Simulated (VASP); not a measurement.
# FeCo (Pm-3m) in VASP: notebook

FeCo is run at these levels: PBE, LDA; tasks: single point.

Program: VASP 6.6.1. These are calculated values, not measurements. Logs are shortened: lines on timing, memory, paths and dates and some standing lists are left out, and cuts for length are marked.

### 1 The cell of the first run

Symmetry: Pm-3m, No. 221, cubic system. Conventional cell: a = 2.881 Å, b = 2.881 Å, c = 2.881 Å, α = 90.00°, β = 90.00°, γ = 90.00°. Within 3.3 Å of Fe (site symmetry m-3m) lie 8 Co at 2.49 Å and 6 Fe at 2.88 Å. Co (site symmetry m-3m) has 8 Fe at 2.49 Å and 6 Co at 2.88 Å within 3.3 Å.

### 2 Single point, PBE, collinear spin, ferromagnetic start (11.95 Å³/atom)

File INCAR:

```
  PREC = Accurate
  ENCUT = 600
  EDIFF = 1E-6
  ISMEAR = -1
  SIGMA = 0.05
  LREAL = False
  LASPH = True
  NELM = 200
  ALGO = Normal
  ISIF = 2
  LWAVE = False
  LCHARG = True
  ISPIN = 2
  MAGMOM = 3 2
  LORBIT = 11
  LMAXMIX = 4
  GGA = PE
  LELF = True
  LVHAR = True
  NBANDS = 20
  GGA_COMPAT = False
```

File KPOINTS:

```
Automatic mesh
0
Gamma
  13 13 13
```

File POSCAR:

```
FeCo
1.0
    2.8806126410      0.0000000000      0.0000000000
    0.0000000000      2.8806126410      0.0000000000
    0.0000000000      0.0000000000      2.8806126410
Fe Co
1 1
Direct
    0.5000000000      0.5000000000      0.5000000000
    0.0000000000      0.0000000000      0.0000000000
```

Potentials or basis: VASP PAW PBE potentials, release 64 (Fe, Co).

On the command line:

```console
$ cat potpaw_PBE.64/Fe/POTCAR potpaw_PBE.64/Co/POTCAR > POTCAR
$ mpirun -np 1 vasp_std > vasp.out
```

OUTCAR:

```text
PREC = Accurate
   ENCUT = 600
   EDIFF = 1E-6
   ISMEAR = -1
   LREAL = False
   LASPH = True
   NELM = 200
   ISIF = 2
   ISPIN = 2
   LORBIT = 11
   GGA = PE

 ion  position               nearest neighbor table
   1  0.500  0.500  0.500-   2 2.49   2 2.49   2 2.49   2 2.49   2 2.49   2 2.49   2 2.49   2 2.49

   2  0.000  0.000  0.000-   1 2.49   1 2.49   1 2.49   1 2.49   1 2.49   1 2.49   1 2.49   1 2.49

  LATTYP: Found a simple cubic cell.
 ALAT       =     2.8806126410

  Lattice vectors:

 A1 = (   2.8806126410,   0.0000000000,   0.0000000000)
 A2 = (   0.0000000000,   2.8806126410,   0.0000000000)
 A3 = (   0.0000000000,   0.0000000000,   2.8806126410)

Analysis of symmetry for initial positions (statically):
=====================================================================
 Subroutine PRICEL returns:
 Original cell was already a primitive cell.

 Routine SETGRP: Setting up the symmetry group for a
 simple cubic supercell.

 Subroutine GETGRP returns: Found 48 space group operations
 (whereof 48 operations were pure point group operations)
 out of a pool of 48 trial point group operations.

The static configuration has the point symmetry O_h .

Analysis of symmetry for dynamics (positions and initial velocities):
=====================================================================
 Subroutine PRICEL returns:
 Original cell was already a primitive cell.

 Routine SETGRP: Setting up the symmetry group for a
 simple cubic supercell.

 Subroutine GETGRP returns: Found 48 space group operations
 (whereof 48 operations were pure point group operations)
 out of a pool of 48 trial point group operations.

The dynamic configuration has the point symmetry O_h .

Analysis of structural, dynamic, and magnetic symmetry:
=====================================================================
 Subroutine PRICEL returns:
 Original cell was already a primitive cell.

 Routine SETGRP: Setting up the symmetry group for a
 simple cubic supercell.

 Subroutine GETGRP returns: Found 48 space group operations
 (whereof 48 operations were pure point group operations)
 out of a pool of 48 trial point group operations.

The overall configuration has the point symmetry O_h .

 Subroutine INISYM returns: Found 48 space group operations
 (whereof 48 operations are pure point group operations),
 and found     1 'primitive' translations

----------------------------------------------------------------------------------------

                                     Primitive cell

  volume of cell :      23.9031

  direct lattice vectors                    reciprocal lattice vectors
     2.880612641  0.000000000  0.000000000     0.347148376  0.000000000  0.000000000
     0.000000000  2.880612641  0.000000000     0.000000000  0.347148376  0.000000000
     0.000000000  0.000000000  2.880612641     0.000000000  0.000000000  0.347148376

  length of vectors
     2.880612641  2.880612641  2.880612641     0.347148376  0.347148376  0.347148376

  position of ions in fractional coordinates (direct lattice)
     0.500000000  0.500000000  0.500000000
     0.000000000  0.000000000  0.000000000

  ion indices of the primitive-cell ions
   primitive index   ion index
                 1           1
                 2           2

----------------------------------------------------------------------------------------

 KPOINTS: Automatic mesh

Automatic generation of k-mesh.
 Grid dimensions read from file:
 generate k-points for:   13   13   13

 Generating k-lattice:

  Cartesian coordinates                     Fractional coordinates (reciprocal lattice)
     0.026703721  0.000000000  0.000000000     0.076923077  0.000000000  0.000000000
     0.000000000  0.026703721  0.000000000     0.000000000  0.076923077  0.000000000
     0.000000000  0.000000000  0.026703721     0.000000000  0.000000000  0.076923077

  Length of vectors
     0.026703721  0.026703721  0.026703721

  Shift w.r.t. Gamma in fractional coordinates (k-lattice)
     0.000000000  0.000000000  0.000000000

 Subroutine IBZKPT returns following result:
 ===========================================

 Found     84 irreducible k-points:

 Following reciprocal coordinates:
            Coordinates               Weight
  0.000000  0.000000  0.000000      1.000000
  0.076923  0.000000  0.000000      6.000000
  0.153846  0.000000  0.000000      6.000000
  0.230769  0.000000  0.000000      6.000000
  0.307692  0.000000  0.000000      6.000000
  0.384615  0.000000  0.000000      6.000000
[... 16 lines left out ...]
  0.307692  0.307692  0.000000     12.000000
  0.384615  0.307692  0.000000     24.000000
 [... further k-points ...]
   k-points           NKPTS =     84   k-points in BZ     NKDIM =     84   number of bands    NBANDS=     20
   number of dos      NEDOS =    301   number of ions     NIONS =      2
   total plane-waves  NPLWV =  13824
   dimension x,y,z NGX =    24 NGY =   24 NGZ =   24
   dimension x,y,z NGXF=    48 NGYF=   48 NGZF=   48
   ions per type =               1   1
   NGX,Y,Z   is equivalent  to a cutoff of  13.85, 13.85, 13.85 a.u.
   NGXF,Y,Z  is equivalent  to a cutoff of  27.70, 27.70, 27.70 a.u.
 SYSTEM =  unknown system
   PREC   = accura    normal or accurate (medium, high low for compatibility)
   ISTART =      0    job   : 0-new  1-cont  2-samecut
   ICHARG =      2    charge: 1-file 2-atom 10-const
   ISPIN  =      2    spin polarized calculation?
   LNONCOLLINEAR =      F non collinear calculations
   LSORBIT =      F    spin-orbit coupling
   LASPH  =      T    aspherical Exc in radial PAW
   ENCUT  =  600.0 eV  44.10 Ry    6.64 a.u.   5.75  5.75  5.75*2*pi/ulx,y,z
   NELM   =    200;   NELMIN=  2; NELMDL= -5     # of ELM steps
   EDIFF  = 0.1E-05   stopping-criterion for ELM
   LREAL  =      F    real-space projection
   EDIFFG = 0.1E-04   stopping-criterion for IOM
   NSW    =      0    number of steps for IOM
   IBRION =     -1    ionic relax: 0-MD 1-quasi-New 2-CG
   NFREE  =      0    steps in history (QN), initial steepest desc. (CG)
   ISIF   =      2    stress and relaxation
   ISYM   =      2    0-nonsym 1-usesym 2-fastsym
   POTIM  = 0.5000    time-step for ionic-motion
   TEBEG  =    0.0;   TEEND  =   0.0 temperature during run
   PSTRESS=    0.0 pullay stress
   NELECT =      17.0000    total number of electrons
[... 30 lines left out ...]
  ext. energy  EPLUGINS =         0.00000000
  ---------------------------------------------------
  free energy    TOTEN  =       -15.38689680 eV

  energy without entropy =      -15.37505512  energy(sigma->0) =      -15.38097596

 E-fermi :   7.6781     XC(G=0): -12.8354

 val. band max:        7.6774338487   @ k =   0.3077   0.2308   0.0000
 cond. band min:       7.6800875220   @ k =   0.4615   0.1538   0.0000
 fundamental gap:      0.0026536734
 Fermi energy:         7.6781359793

 spin component 1

 k-point     1 :       0.0000    0.0000    0.0000
  band No.  band energies     occupation
      1      -1.1391      1.00000
      2       2.4375      1.00000
      3       2.4375      1.00000
      4       4.6037      1.00000
      5       4.6037      1.00000
      6       4.6037      1.00000
[... 12 lines left out ...]
     19      31.7689      0.00000
     20      31.7689      0.00000

 k-point     2 :       0.0769    0.0000    0.0000
  band No.  band energies     occupation
      1      -1.0222      1.00000
      2       2.4831      1.00000
      3       2.4840      1.00000
      4       4.6032      1.00000
      5       4.6032      1.00000
      6       4.6326      1.00000
[... 12 lines left out ...]
     19      31.6009      0.00000
     20      31.6009      0.00000

 k-point     3 :       0.1538    0.0000    0.0000
  band No.  band energies     occupation
      1      -0.6768      1.00000
      2       2.6121      1.00000
      3       2.6177      1.00000
      4       4.6052      1.00000
      5       4.6052      1.00000
      6       4.7178      1.00000
[... 12 lines left out ...]
     19      30.8573      0.00000
     20      30.8573      0.00000

 k-point     4 :       0.2308    0.0000    0.0000
  band No.  band energies     occupation
      1      -0.1214      1.00000
      2       2.7857      1.00000
      3       2.8340      1.00000
      4       4.6198      1.00000
      5       4.6198      1.00000
      6       4.8547      1.00000
[... 429 lines left out ...]
 k-point    23 :       0.3077    0.3077    0.0000
  band No.  band energies     occupation
      1       1.7730      1.00000
      2       2.8969      1.00000
      3       3.9437      1.00000
      4       3.9717      1.00000
      5       4.4652      1.00000
      6       4.7385      1.00000
[... 12 lines left out ...]
     19      30.0626      0.00000
     20      31.9132      0.00000

 k-point    24 :       0.3846    0.3077    0.0000
  band No.  band energies     occupation
      1       2.1272      1.00000
      2       2.7697      1.00000
      3       3.9075      1.00000
      4       4.2072      1.00000
      5       4.3108      1.00000
      6       4.9703      1.00000
[... 12 lines left out ...]
     19      30.5722      0.00000
     20      33.1471      0.00000

 [... further k-points ...]

 spin component 2

 k-point     1 :       0.0000    0.0000    0.0000
  band No.  band energies     occupation
      1      -1.0038      1.00000
      2       4.3641      1.00000
      3       4.3641      1.00000
      4       6.5497      1.00000
      5       6.5497      1.00000
      6       6.5497      1.00000
[... 12 lines left out ...]
     19      31.5018      0.00000
     20      31.5018      0.00000

 k-point     2 :       0.0769    0.0000    0.0000
  band No.  band energies     occupation
      1      -0.8864      1.00000
      2       4.3988      1.00000
      3       4.4196      1.00000
      4       6.5432      1.00000
      5       6.5432      1.00000
      6       6.5793      1.00000
[... 12 lines left out ...]
     19      31.3999      0.00000
     20      31.3999      0.00000

 k-point     3 :       0.1538    0.0000    0.0000
  band No.  band energies     occupation
      1      -0.5388      1.00000
      2       4.4832      1.00000
      3       4.5834      1.00000
      4       6.5280      1.00000
      5       6.5280      1.00000
      6       6.6659      1.00000
[... 12 lines left out ...]
     19      30.8999      0.00000
     20      30.8999      0.00000

 k-point     4 :       0.2308    0.0000    0.0000
  band No.  band energies     occupation
      1       0.0249      1.00000
      2       4.5552      1.00000
      3       4.8475      1.00000
      4       6.5151      1.00000
      5       6.5151      1.00000
      6       6.8015      1.00000
[... 429 lines left out ...]
 k-point    23 :       0.3077    0.3077    0.0000
  band No.  band energies     occupation
      1       2.2079      1.00000
      2       4.5191      1.00000
      3       5.7145      1.00000
      4       5.8152      1.00000
      5       6.2695      1.00000
      6       6.2958      1.00000
[... 12 lines left out ...]
     19      30.3999      0.00000
     20      32.1090      0.00000

 k-point    24 :       0.3846    0.3077    0.0000
  band No.  band energies     occupation
      1       2.8239      1.00000
      2       4.2424      1.00000
      3       5.7363      1.00000
      4       6.0324      1.00000
      5       6.0505      1.00000
      6       6.3548      1.00000
[... 12 lines left out ...]
     19      30.9908      0.00000
     20      33.4669      0.00000

 [... further k-points ...]

------------------------ aborting loop because EDIFF is reached ----------------------------------------

  FORCE on cell =-STRESS in cart. coord.  units (eV):
  Direction    XX          YY          ZZ          XY          YZ          ZX
  --------------------------------------------------------------------------------------
  -------------------------------------------------------------------------------------
  Total       -1.0478146     -1.0478146     -1.0478146      0.0000000     -0.0000000     -0.0000000
  in kB      -70.2328721    -70.2328721    -70.2328721      0.0000000     -0.0000000     -0.0000000
  external PRESSURE =     -70.2328721 kB  Pullay stress =       0.0000000 kB

 VOLUME and BASIS-vectors are now :
 -----------------------------------------------------------------------------
  energy-cutoff  :      600.00
  volume of cell :       23.90
      direct lattice vectors                 reciprocal lattice vectors
     2.880612641  0.000000000  0.000000000     0.347148376  0.000000000  0.000000000
     0.000000000  2.880612641  0.000000000     0.000000000  0.347148376  0.000000000
     0.000000000  0.000000000  2.880612641     0.000000000  0.000000000  0.347148376

 POSITION                                       TOTAL-FORCE (eV/Angst)
 -----------------------------------------------------------------------------------
      1.44031      1.44031      1.44031         0.000000      0.000000      0.000000
      0.00000      0.00000      0.00000         0.000000      0.000000      0.000000
 -----------------------------------------------------------------------------------
    total drift:                                0.000000      0.000000     -0.000000

  FREE ENERGIE OF THE ION-ELECTRON SYSTEM (eV)
  ---------------------------------------------------
  free  energy   TOTEN  =       -15.3868967993 eV

  energy  without entropy=      -15.3750551196  energy(sigma->0) =      -15.38097596

 total charge

# of ion       s       p       d       tot
------------------------------------------
    1        0.459   0.496   6.123   7.078
    2        0.469   0.480   7.222   8.170
--------------------------------------------------
tot          0.928   0.975  13.345  15.248

 magnetization (x)

# of ion       s       p       d       tot
------------------------------------------
    1        0.002  -0.044   2.862   2.820
    2       -0.011  -0.055   1.839   1.773
--------------------------------------------------
tot         -0.009  -0.099   4.701   4.593
```

Wall time 40 s (1 thread of Intel Xeon Platinum 8488C (Sapphire Rapids), shared host); peak memory 0.2 GiB.

Results:

```
Free energy                                           : -15.3869 eV
Pressure                                              : -7.0 GPa
Net moment                                            : 4.56 μB per cell
Site moments                                          : Fe +2.82; Co +1.77 μB
Valence electrons inside the program's atomic spheres : Fe 7.08; Co 8.17
```

Caveat: the cell stands under tension.

### 3 Single point, PBE, collinear spin, ferromagnetic start (12.24 Å³/atom)

This run uses another cell than the first one, of 12.24 Å³/atom.

File INCAR:

```
SYSTEM = FeCo
PREC     = Accurate       ! precision mode
ENCUT    = 600            ! plane-wave cutoff, eV
EDIFF    = 1E-6           ! SCF threshold, eV
ISMEAR   = -1             ! smearing method
SIGMA    = 0.05           ! smearing width, eV
LREAL    = .FALSE.        ! projectors in reciprocal space
LASPH    = .TRUE.         ! aspherical terms in the spheres
NELM     = 200            ! most SCF steps
ALGO     = Normal         ! electronic algorithm
ISIF     = 2              ! what is computed and relaxed
LWAVE    = .FALSE.        ! write WAVECAR
LCHARG   = .TRUE.         ! write CHGCAR
ISPIN    = 2              ! spin polarisation
MAGMOM   = 3 2            ! initial moments
LORBIT   = 11             ! projections on sites
LMAXMIX  = 4              ! l up to which the mixer works
GGA      = PE             ! functional
LELF     = .TRUE.         ! ELF
LVHAR    = .TRUE.       
NBANDS   = 20             ! bands
GGA_COMPAT= .FALSE.
```

File KPOINTS:

```
regular mesh
0
G
  13 13 13
  0 0 0
```

File POSCAR:

```
FeCo
1.0
    2.9038443914      0.0000000000      0.0000000000
    0.0000000000      2.9038443914      0.0000000000
    0.0000000000      0.0000000000      2.9038443914
Fe Co
1 1
Direct
    0.5000000000      0.5000000000      0.5000000000
    0.0000000000      0.0000000000      0.0000000000
```

Potentials or basis: VASP PAW PBE potentials, release 64 (Fe, Co).

On the command line:

```console
$ cat potpaw_PBE.64/Fe/POTCAR potpaw_PBE.64/Co/POTCAR > POTCAR
$ mpirun -np 1 vasp_std > vasp.out
```

Wall time 47 s (1 thread of Intel Xeon Platinum 8488C (Sapphire Rapids), shared host); peak memory 0.2 GiB.

The run converged. Its results:

* Free energy: -15.3548 eV
* Pressure: -10.6 GPa
* Net moment: 4.59 μB per cell
* Site moments: Fe +2.85; Co +1.78 μB
* Valence electrons inside the program's atomic spheres: Fe 7.03; Co 8.13

Levels at points of the mesh, in eV from the Fermi level:
Spin up:
```csv
k point,band 8,band 9,band 10,band 11,band 12,band 13,band 14,band 15
"(0.00, 0.00, 0.00)",-2.08,-1.05,-1.05,-1.05,8.66,8.66,8.66,14.03
```
Spin down:
| k point | band 3 | band 4 | band 5 | band 6 | band 7 | band 8 | band 9 | band 10 |
| --- | --- | --- | --- | --- | --- | --- | --- | --- |
| (0.00, 0.00, 0.00) | -3.19 | -1.09 | -1.09 | -1.09 | 0.78 | 0.78 | 1.38 | 1.38 |

Caveat: the cell stands under tension.

### 4 Single point, LDA, collinear spin, ferromagnetic start

This run uses another cell than the first one, of 11.66 Å³/atom.

Edit INCAR of step 3 so:

```diff
@@ -12,3 +12,3 @@
 LWAVE    = .FALSE.        ! write WAVECAR
-LCHARG   = .TRUE.         ! write CHGCAR
+LCHARG   = .FALSE.        ! write CHGCAR
 ISPIN    = 2              ! spin polarisation
@@ -17,5 +17,3 @@
 LMAXMIX  = 4              ! l up to which the mixer works
-GGA      = PE             ! functional
-LELF     = .TRUE.         ! ELF
-LVHAR    = .TRUE.       
+GGA      = CA             ! functional
 NBANDS   = 20             ! bands
```

File KPOINTS:

```
Automatic mesh
0
G
  13 13 13
  0 0 0
```

File POSCAR:

```
FeCo
1.0
    2.8570000000      0.0000000000      0.0000000000
    0.0000000000      2.8570000000      0.0000000000
    0.0000000000      0.0000000000      2.8570000000
Fe Co
1 1
Direct
    0.5000000000      0.5000000000      0.5000000000
    0.0000000000      0.0000000000      0.0000000000
```

Potentials or basis: VASP PAW LDA potentials, release 64 (Fe, Co).

On the command line:

```console
$ cat potpaw_LDA.64/Fe/POTCAR potpaw_LDA.64/Co/POTCAR > POTCAR
$ mpirun -np 1 vasp_std > vasp.out
```

It took 26 s on 1 thread of Intel Xeon 6975P-C (Granite Rapids), shared host; peak memory 0.18 GiB.

Results (log left out):

- Free energy: -17.1250 eV
- Pressure: -20.0 GPa
- Net moment: 4.40 μB per cell
- Site moments: Fe +2.67; Co +1.72 μB
- Valence electrons inside the program's atomic spheres: Fe 7.15; Co 8.22

Levels at points of the mesh, in eV from the Fermi level:
Spin up:
```tsv
k point	band 9	band 10	band 11	band 12	band 13	band 14
(0.00, 0.00, 0.00)	-0.70	-0.70	-0.70	8.98	8.98	8.98
```
Spin down:
| k point | band 4 | band 5 | band 6 | band 7 | band 8 | band 9 |
| --- | --- | --- | --- | --- | --- | --- |
| (0.00, 0.00, 0.00) | -1.12 | -1.12 | -1.12 | 0.60 | 0.60 | 1.49 |

Caveat: the cell stands under tension.

### 5 Summary

```tsv
level	potentials or basis	cell	gap on the mesh (eV)	pressure (GPa)	moment (μB)
PBE	VASP PAW PBE potentials, release 64 (Fe, Co)	a = 2.881 Å, 2 atoms	none	-7.0	4.56
PBE	VASP PAW PBE potentials, release 64 (Fe, Co)	a = 2.904 Å, 2 atoms	none	-10.6	4.59
LDA	VASP PAW LDA potentials, release 64 (Fe, Co)	a = 2.857 Å, 2 atoms	none	-20.0	4.40
```

Alike in all rows: task single point; spin collinear, ferromagnetic start; k mesh 13 × 13 × 13; cutoff (eV) 600; smearing fermi-dirac 0.05 eV.

Caveats: the cell stands under tension.

Total energies depend on the potentials used, so only differences within one code and one set of settings carry meaning.
